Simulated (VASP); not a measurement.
# K (Im-3m) in VASP: notebook, part 2 of 2

VASP 6.6.1.

### Step 3. Single point, HSE06

File POSCAR:

```
K
1.0
   -2.6487708286      2.6487708286      2.6487708286
    2.6487708286     -2.6487708286      2.6487708286
    2.6487708286      2.6487708286     -2.6487708286
K
1
Direct
    0.0000000000      0.0000000000      0.0000000000
```

File INCAR.step1:

```
SYSTEM = K
ALGO = Normal
EDIFF = 1E-5
ENCUT = 520
GGA = PE
ISIF = 2
ISMEAR = -1
LASPH = .TRUE.
LREAL = .FALSE.
LWAVE = .TRUE.
NBANDS = 10
NELM = 80
PREC = Accurate
SIGMA = 0.1
```

File INCAR.step2:

```
SYSTEM = K
ALGO = Normal
EDIFF = 1E-7
ENCUT = 520
GGA = PE
HFSCREEN = 0.2079
ISIF = 2
ISMEAR = -1
ISTART = 1
LASPH = .TRUE.
LCHARG = .TRUE.
LELF = .TRUE.
LHFCALC = .TRUE.
LREAL = .FALSE.
LVHAR = .TRUE.
LWAVE = .FALSE.
NBANDS = 10
NELM = 80
PREC = Accurate
PRECFOCK = Normal
SIGMA = 0.1
```

File KPOINTS:

```
k-points
0
G
  6 6 6
  0 0 0
```

Potentials or basis: VASP PAW PBE potentials, release 64 (K_sv).

Command:

```
$ cat potpaw_PBE.64/K_sv/POTCAR > POTCAR
$ cp INCAR.step1 INCAR
$ mpirun -np 1 vasp_std > vasp.out
$ cp INCAR.step2 INCAR
$ mpirun -np 1 vasp_std > vasp.out
```

OUTCAR:

```text
SYSTEM = K
   EDIFF = 1E-7
   ENCUT = 520
   GGA = PE
   HFSCREEN = 0.2079
   ISIF = 2
   ISMEAR = -1
   ISTART = 1
   LASPH = .TRUE.
   LHFCALC = .TRUE.
   LREAL = .FALSE.
   NELM = 80
   PREC = Accurate
   PRECFOCK = Normal

 ion  position               nearest neighbor table
   1  0.000  0.000  0.000-

  LATTYP: Found a body centered cubic cell.
 ALAT       =     5.2975416572

  Lattice vectors:

 A1 = (  -2.6487708286,   2.6487708286,   2.6487708286)
 A2 = (   2.6487708286,  -2.6487708286,   2.6487708286)
 A3 = (   2.6487708286,   2.6487708286,  -2.6487708286)

Analysis of symmetry for initial positions (statically):
=====================================================================
 Subroutine PRICEL returns:
 Original cell was already a primitive cell.

 Routine SETGRP: Setting up the symmetry group for a
 body centered cubic supercell.

 Subroutine GETGRP returns: Found 48 space group operations
 (whereof 48 operations were pure point group operations)
 out of a pool of 48 trial point group operations.

[... 163 lines left out ...]
 fundamental gap:      0.3210479512
 Fermi energy:        -0.0917608597

 k-point     1 :       0.0000    0.0000    0.0000
  band No.  band energies     occupation
      1     -35.2885      2.00000
      2     -17.3741      2.00000
      3     -17.3741      2.00000
      4     -17.3741      2.00000
      5      -2.6173      2.00000
      6       4.7986      0.00000
      7       4.7986      0.00000
      8       4.7986      0.00000
      9       5.7543      0.00000
     10       5.7543      0.00000
[... 183 lines left out ...]
 k-point    16 :       0.5000    0.5000    0.5000
  band No.  band energies     occupation
      1     -35.2815      2.00000
      2     -17.4209      2.00000
      3     -17.4209      2.00000
      4     -17.4209      2.00000
      5       1.8682      0.00000
      6       1.8682      0.00000
      7       3.6065      0.00000
      8       3.6065      0.00000
      9       3.6065      0.00000
     10       5.7929      0.00000

------------------------ aborting loop because EDIFF is reached ----------------------------------------

  FORCE on cell =-STRESS in cart. coord.  units (eV):
  Direction    XX          YY          ZZ          XY          YZ          ZX
  --------------------------------------------------------------------------------------
  -------------------------------------------------------------------------------------
  Total        0.0381322      0.0381322      0.0381322     -0.0000000     -0.0000000      0.0000000
  in kB        0.8218811      0.8218811      0.8218811     -0.0000000     -0.0000000      0.0000000
  external PRESSURE =       0.8218811 kB  Pullay stress =       0.0000000 kB

 VOLUME and BASIS-vectors are now :
 -----------------------------------------------------------------------------
  energy-cutoff  :      520.00
  volume of cell :       74.33
      direct lattice vectors                 reciprocal lattice vectors
    -2.648770829  2.648770829  2.648770829     0.000000000  0.188766803  0.188766803
     2.648770829 -2.648770829  2.648770829     0.188766803  0.000000000  0.188766803
     2.648770829  2.648770829 -2.648770829     0.188766803  0.188766803  0.000000000

 POSITION                                       TOTAL-FORCE (eV/Angst)
 -----------------------------------------------------------------------------------
      0.00000      0.00000      0.00000         0.000000      0.000000      0.000000
 -----------------------------------------------------------------------------------
    total drift:                               -0.000000      0.000000      0.000000

  FREE ENERGIE OF THE ION-ELECTRON SYSTEM (eV)
  ---------------------------------------------------
  free  energy   TOTEN  =        -1.1136198304 eV

  energy  without entropy=       -1.0799827945  energy(sigma->0) =       -1.09680131
```

OSZICAR.step1:

```text
N       E                     dE             d eps       ncg     rms          rms(c)
DAV:   1     0.458485651568E+02    0.45849E+02   -0.36800E+03   320   0.693E+02
DAV:   2     0.411685300781E+00   -0.45437E+02   -0.44824E+02   340   0.197E+02
DAV:   3    -0.102645192605E+01   -0.14381E+01   -0.14359E+01   498   0.282E+01
DAV:   4    -0.105092964928E+01   -0.24478E-01   -0.24463E-01   436   0.348E+00
DAV:   5    -0.105151936208E+01   -0.58971E-03   -0.58968E-03   476   0.335E-01    0.199E+00
DAV:   6    -0.105174156681E+01   -0.22220E-03   -0.14113E-03   484   0.241E-01    0.123E+00
DAV:   7    -0.105218217708E+01   -0.44061E-03   -0.27046E-03   488   0.331E-01    0.526E-02
DAV:   8    -0.105224208095E+01   -0.59904E-04   -0.11205E-04   400   0.126E-01    0.171E-02
DAV:   9    -0.105225761441E+01   -0.15533E-04   -0.14982E-05   386   0.294E-02    0.641E-03
DAV:  10    -0.105225668447E+01    0.92994E-06   -0.21864E-06   226   0.121E-02
   1 F= -.10522567E+01 E0= -.10345869E+01  d E =-.353395E-01
```

Wall time 27 min (1 thread of Intel Xeon Platinum 8375C at 2.90GHz (Ice Lake), shared host); peak memory 0.32 GiB.

Results:

| Property | Result |
| --- | --- |
| Free energy | -1.1136 eV |
| Pressure | 0.1 GPa |
| Band gap on the k mesh | zero (an odd number of electrons rules out a gap without spin polarisation) |

Caveat: the PAW data sets were made with another functional, which shifts forces and pressure a little.

The gap in the log of VASP goes by the Fermi energy; the results here count the filled bands.